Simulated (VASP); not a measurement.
# Cu2O (Pn-3m) in VASP: settings compared, part 2 of 2

VASP 6.6.1.

### Step 4. Electric field gradients, PBE+U

File INCAR:

```
SYSTEM = Cu2O
PREC = Accurate
ENCUT = 520
EDIFF = 1E-8
ISMEAR = -1
SIGMA = 0.02
LREAL = .False.
LASPH = .True.
NELM = 200
ALGO = Normal
ISIF = 2
LWAVE = .False.
LCHARG = .False.
LMAXMIX = 4
LDAU = .True.
LDAUTYPE = 2
LDAUL = 2 -1
LDAUU = 1 0
LDAUJ = 0 0
LDAUPRINT = 1
GGA = PE
LEFG = .True.
NBANDS = 37
GGA_COMPAT = .False.
```

File KPOINTS:

```
regular mesh
0
Gamma
  7 7 7
  0 0 0
```

File POSCAR:

```
Cu2O
1.0
    4.2600000000      0.0000000000      0.0000000000
    0.0000000000      4.2600000000      0.0000000000
    0.0000000000      0.0000000000      4.2600000000
Cu O
4 2
Direct
    0.2500000000      0.2500000000      0.2500000000
    0.2500000000      0.7500000000      0.7500000000
    0.7500000000      0.7500000000      0.2500000000
    0.7500000000      0.2500000000      0.7500000000
    0.0000000000      0.0000000000      0.0000000000
    0.5000000000      0.5000000000      0.5000000000
```

Potentials or basis: VASP PAW PBE potentials, release 64 (Cu, O).

Started as:

```sh
cat potpaw_PBE.64/Cu/POTCAR potpaw_PBE.64/O/POTCAR > POTCAR
mpirun -np 1 vasp_std > vasp.out
```

OUTCAR:

```text
SYSTEM = Cu2O
   PREC = Accurate
   ENCUT = 520
   EDIFF = 1E-8
   ISMEAR = -1
   LREAL = .False.
   LASPH = .True.
   NELM = 200
   ISIF = 2
   GGA = PE

 ion  position               nearest neighbor table
   1  0.250  0.250  0.250-   5 1.84   6 1.84
   2  0.250  0.750  0.750-   5 1.84   6 1.84
   3  0.750  0.750  0.250-   5 1.84   6 1.84
   4  0.750  0.250  0.750-   5 1.84   6 1.84
   5  0.000  0.000  0.000-   1 1.84   2 1.84   3 1.84   4 1.84
   6  0.500  0.500  0.500-   1 1.84   2 1.84   3 1.84   4 1.84

  LATTYP: Found a simple cubic cell.
 ALAT       =     4.2600000000

  Lattice vectors:

 A1 = (   4.2600000000,   0.0000000000,   0.0000000000)
 A2 = (   0.0000000000,   4.2600000000,   0.0000000000)
 A3 = (   0.0000000000,   0.0000000000,   4.2600000000)

Analysis of symmetry for initial positions (statically):
=====================================================================
 Subroutine PRICEL returns:
 Original cell was already a primitive cell.

 Routine SETGRP: Setting up the symmetry group for a
 simple cubic supercell.

 Subroutine GETGRP returns: Found 48 space group operations
 (whereof 24 operations were pure point group operations)
 out of a pool of 48 trial point group operations.

The static configuration has the point symmetry T_d .
 The point group associated with its full space group is O_h .

Analysis of symmetry for dynamics (positions and initial velocities):
=====================================================================
 Subroutine PRICEL returns:
 Original cell was already a primitive cell.

 Routine SETGRP: Setting up the symmetry group for a
[... 1107 lines left out ...]
  Total        1.7761559      1.7761559      1.7761559      0.0000000      0.0000000      0.0000000
  in kB       36.8097505     36.8097505     36.8097505      0.0000000      0.0000000      0.0000000
  external PRESSURE =      36.8097505 kB  Pullay stress =       0.0000000 kB

 VOLUME and BASIS-vectors are now :
 -----------------------------------------------------------------------------
  energy-cutoff  :      520.00
  volume of cell :       77.31
      direct lattice vectors                 reciprocal lattice vectors
     4.260000000  0.000000000  0.000000000     0.234741784  0.000000000  0.000000000
     0.000000000  4.260000000  0.000000000     0.000000000  0.234741784  0.000000000
     0.000000000  0.000000000  4.260000000     0.000000000  0.000000000  0.234741784

 POSITION                                       TOTAL-FORCE (eV/Angst)
 -----------------------------------------------------------------------------------
      1.06500      1.06500      1.06500         0.000000      0.000000     -0.000000
      1.06500      3.19500      3.19500        -0.000000     -0.000000      0.000000
      3.19500      3.19500      1.06500         0.000000     -0.000000      0.000000
      3.19500      1.06500      3.19500        -0.000000      0.000000      0.000000
      0.00000      0.00000      0.00000        -0.000000      0.000000     -0.000000
      2.13000      2.13000      2.13000        -0.000000      0.000000     -0.000000
 -----------------------------------------------------------------------------------
    total drift:                               -0.000000      0.000000      0.000000

  FREE ENERGIE OF THE ION-ELECTRON SYSTEM (eV)
  ---------------------------------------------------
  free  energy   TOTEN  =       -25.9357602087 eV

  energy  without entropy=      -25.9357602057  energy(sigma->0) =      -25.93576021

 Electric field gradients (V/A^2)
---------------------------------------------------------------------
 ion       V_xx      V_yy      V_zz      V_xy      V_xz      V_yz
---------------------------------------------------------------------
   1      -0.000    -0.000    -0.000   -34.638   -34.638   -34.638
   2      -0.000    -0.000    -0.000    34.638    34.638   -34.638
   3      -0.000    -0.000    -0.000   -34.638    34.638    34.638
   4      -0.000    -0.000    -0.000    34.638   -34.638    34.638
   5      -0.000    -0.000    -0.000     0.000     0.000    -0.000
   6      -0.000    -0.000    -0.000     0.000     0.000     0.000
---------------------------------------------------------------------

 Electric field gradients after diagonalization (V/A^2)
 (convention: |V_zz| > |V_xx| > |V_yy|)
----------------------------------------------------------------------
 ion       V_xx      V_yy      V_zz     asymmetry (V_yy - V_xx)/ V_zz
----------------------------------------------------------------------
   1      34.638    34.638   -69.277       0.000
   2      34.638    34.638   -69.277       0.000
   3      34.638    34.638   -69.277       0.000
   4      34.638    34.638   -69.277       0.000
   5      -0.000    -0.000    -0.000      -0.232
   6      -0.000    -0.000    -0.000      -0.284
----------------------------------------------------------------------

           NMR quadrupolar parameters

 Cq : quadrupolar parameter    Cq=e*Q*V_zz/h
 eta: asymmetry parameters     (V_yy - V_xx)/ V_zz
 Q  : nuclear electric quadrupole moment in mb (millibarn)
----------------------------------------------------------------------
 ion       Cq(MHz)       eta       Q (mb)
----------------------------------------------------------------------
   1      -0.168       0.000       1.000
   2      -0.168       0.000       1.000
   3      -0.168       0.000       1.000
   4      -0.168       0.000       1.000
   5      -0.000      -0.232       1.000
   6      -0.000      -0.284       1.000
----------------------------------------------------------------------
```

OSZICAR:

```text
N       E                     dE             d eps       ncg     rms          rms(c)
DAV:   1     0.547412779169E+03    0.54741E+03   -0.25176E+04  1480   0.240E+03
DAV:   2     0.638715735961E+02   -0.48354E+03   -0.45937E+03  1498   0.457E+02
DAV:   3    -0.257785878902E+02   -0.89650E+02   -0.85464E+02  1870   0.217E+02
DAV:   4    -0.312518508178E+02   -0.54733E+01   -0.53988E+01  2099   0.608E+01
DAV:   5    -0.313100075144E+02   -0.58157E-01   -0.58133E-01  1955   0.744E+00    0.169E+01
DAV:   6    -0.281457752369E+02    0.31642E+01   -0.42348E+01  1987   0.120E+02    0.105E+01
DAV:   7    -0.259027540482E+02    0.22430E+01   -0.11083E+01  1946   0.758E+01    0.311E+00
DAV:   8    -0.259611412731E+02   -0.58387E-01   -0.11782E+00  1670   0.582E+00    0.166E+00
DAV:   9    -0.259389778518E+02    0.22163E-01   -0.59196E-02  1927   0.339E+00    0.432E-01
DAV:  10    -0.259363127488E+02    0.26651E-02   -0.21042E-02  2054   0.186E+00    0.225E-01
DAV:  11    -0.259358181723E+02    0.49458E-03   -0.45066E-03  2347   0.795E-01    0.715E-02
DAV:  12    -0.259357597566E+02    0.58416E-04   -0.81438E-04  2108   0.290E-01    0.195E-02
DAV:  13    -0.259357598483E+02   -0.91723E-07   -0.66148E-05  2087   0.119E-01    0.462E-03
DAV:  14    -0.259357604540E+02   -0.60569E-06   -0.10789E-05  2184   0.417E-02    0.269E-03
DAV:  15    -0.259357602303E+02    0.22365E-06   -0.22017E-06  2166   0.126E-02    0.189E-03
DAV:  16    -0.259357602044E+02    0.25962E-07   -0.27375E-07  1978   0.642E-03    0.501E-04
DAV:  17    -0.259357602087E+02   -0.43428E-08   -0.70901E-09  1047   0.855E-04
   1 F= -.25935760E+02 E0= -.25935760E+02  d E =-.307364E-08
```

It took 28 s on 1 thread of Intel Xeon 6975P-C (Granite Rapids), shared host; peak memory 0.19 GiB.

What came out:

| Property | Result |
| --- | --- |
| Free energy | -25.9358 eV |
| Pressure | 3.7 GPa |
| Band gap on the k mesh | 0.59 eV, direct |

Electric field gradients, principal values (V/Å²):
```csv
atom,least,middle,greatest (by size)
1 Cu,34.638,34.638,-69.277
2 Cu,34.638,34.638,-69.277
3 Cu,34.638,34.638,-69.277
4 Cu,34.638,34.638,-69.277
5 O,0.000,0.000,0.000
6 O,0.000,0.000,0.000
```

Eigenvalues of the final occupation matrices:
```
    site  spin  trace               eigenvalues
site 1 d     1   4.64  0.84 0.94 0.94 0.96 0.96
site 1 d     2   4.64  0.84 0.94 0.94 0.96 0.96
site 2 d     1   4.64  0.84 0.94 0.94 0.96 0.96
site 2 d     2   4.64  0.84 0.94 0.94 0.96 0.96
site 3 d     1   4.64  0.84 0.94 0.94 0.96 0.96
site 3 d     2   4.64  0.84 0.94 0.94 0.96 0.96
site 4 d     1   4.64  0.84 0.94 0.94 0.96 0.96
site 4 d     2   4.64  0.84 0.94 0.94 0.96 0.96
```

Caveat: without QUAD_EFG the Cq values of the log hold for a quadrupole moment of 1 mb, not for the nuclei.

### Step 5. Overview

| level | potentials or basis | U | cutoff (eV) | gap on the mesh (eV) | pressure (GPa) |
| --- | --- | --- | --- | --- | --- |
| LDA | VASP PAW LDA potentials, release 64 (Cu, O) | - | 520 | 0.55 | -7.4 |
| r2SCAN | VASP PAW PBE potentials, release 64 (Cu, O) | - | 580 | 0.77 | -0.3 |
| PBE+U | VASP PAW PBE potentials, release 64 (Cu, O) | Cu d U = 1.0 eV | 520 | 0.59 | 3.7 |

Alike in all rows: task electric field gradients; no spin polarisation; cell as given; k mesh 7 × 7 × 7; smearing fermi-dirac 0.02 eV.

Caveats: the PAW data sets were made with another functional, which shifts forces and pressure a little (some runs).

Total energies depend on the potentials used, so only differences within one code and one set of settings carry meaning.
